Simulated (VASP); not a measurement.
## HfSiO4: relaxation of cell and atoms with PBE

Crystal: HfSiO4.

```
CELL_PARAMETERS angstrom
0.00000 3.56545 4.23335
2.66200 0.00000 4.23335
2.66200 3.56545 0.00000
ATOMIC_POSITIONS crystal
Hf 0.25000 0.25000 0.25000
Si 0.50000 0.50000 0.50000
O 0.24713 0.75287 0.75287
O 0.75287 0.24713 0.24713
O 0.20979 0.20979 0.79021
O 0.79021 0.79021 0.20979
```

```json
{"Program": "VASP 6.6.1", "Task": "relaxation of cell and atoms", "Functional": "PBE", "Potentials or basis": "VASP PAW PBE potentials, release 64 (Hf_pv, Si, O)", "Cutoff": "600 eV", "k mesh": "4 × 4 × 4", "Occupations": "gaussian, width 0.1 eV", "Spin": "no spin polarisation", "Dipole correction": "no", "Further INCAR settings": "ALGO = Normal; EDIFF = 1e-06; IBRION = 2; EDIFFG = -0.04; NSW = 90; ISIF = 3"}
```

```json
{
  "Relaxed volume": "11.55 Å³/atom",
  "Relaxed cell": "a = 4.875 Å, b = 5.255 Å, c = 4.148 Å, α = 61.12°, β = 70.71°, γ = 48.17°",
  "Space group after relaxing (to 0.05 Å)": "F222 (No. 22)",
  "Energy gained by relaxing": "1865.7 meV/atom",
  "Ionic steps": "25",
  "Pressure after relaxing": "-0.1 GPa",
  "Largest force after relaxing": "0.008 eV/Å",
  "Band gap on the k mesh": "1.19 eV, direct"
}
```

Forces in eV/Å, atoms in the order of the input:
```
Hf   0.000  0.000  0.000
Si   0.000  0.000  0.000
O    0.000  0.000  0.000
O    0.000  0.000  0.000
O    0.000  0.000 -0.008
O    0.000  0.000  0.008
```

Stress tensor (GPa, compression positive):
```
 0.55  0.00  0.00
 0.00 -0.52  0.00
 0.00  0.00 -0.32
```

Step by step:
```csv
step,energy change (eV),largest force (eV/Å),pressure (GPa),volume (Å³)
1,0.0000,15.7420,25.61,80.36
2,2.8185,4.1154,-27.05,100.01
3,2.5381,4.1202,-26.72,98.43
4,2.0918,4.1001,-25.96,96.75
5,-0.7764,5.6451,-23.51,89.37
6,-2.6292,6.0565,-17.88,85.06
7,-3.0896,4.9341,-10.28,82.76
8,-7.7376,3.2895,-7.68,76.33
9,-8.5150,2.9191,-1.44,73.03
10,-7.3557,4.3088,22.81,65.26
11,-8.6144,3.1642,4.62,70.61
12,-10.4621,2.0903,1.16,72.34
13,-10.6296,3.5006,3.37,72.95
14,-10.5289,3.6004,-6.26,75.86
15,-10.9745,1.4022,-4.72,74.42
16,-11.1400,0.2742,-4.29,71.81
17,-11.1513,0.5403,-3.91,70.97
18,-11.1773,0.3860,3.37,68.35
19,-11.1837,0.2245,0.97,69.14
20,-11.1911,0.0812,0.16,69.17
21,-11.1911,0.0818,0.15,69.17
22,-11.1919,0.0592,-0.03,69.23
23,-11.1929,0.0936,-0.65,69.44
24,-11.1932,0.0702,-0.50,69.41
25,-11.1939,0.0083,-0.09,69.33
```

Final structure:
```yaml
crystal:
  lattice:
    - [0.00000, 2.58462, 4.13339]
    - [3.24479, 0.00000, 4.13339]
    - [3.24479, 2.58462, 0.00000]
  atoms:
    - { symbol: Hf, position: [0.25000, 0.25000, 0.25000] }
    - { symbol: Si, position: [0.50000, 0.50000, 0.50000] }
    - { symbol: O, position: [0.24333, 0.75667, 0.75667] }
    - { symbol: O, position: [0.75667, 0.24333, 0.24333] }
    - { symbol: O, position: [0.29331, 0.29331, 0.70669] }
    - { symbol: O, position: [0.70669, 0.70669, 0.29331] }
```

Levels at points of the mesh, in eV from the valence-band top:
```tsv
k point	band 17	band 18	band 19	band 20	band 21	band 22
(0.00, 0.00, 0.00)	-1.54	-1.30	0.00	1.19	1.80	3.02
(0.50, 0.00, 0.00)	-2.62	-1.60	-1.02	2.94	3.75	3.82
(0.50, 0.50, 0.00)	-2.27	-1.96	-0.48	2.87	3.28	3.60
(0.50, 0.00, 0.50)	-1.76	-1.29	-0.33	3.45	4.91	5.57
(0.00, 0.50, 0.50)	-2.30	-1.29	-0.45	3.05	3.27	3.82
```

It took 17 min on 1 thread of Intel Xeon 6975P-C, on a shared host, peak memory 0.29 GiB.

Caveat: spin-orbit coupling is left out, which moves the levels of the heavy elements. PBE gaps usually lie below the measured ones, often by a third to a half.
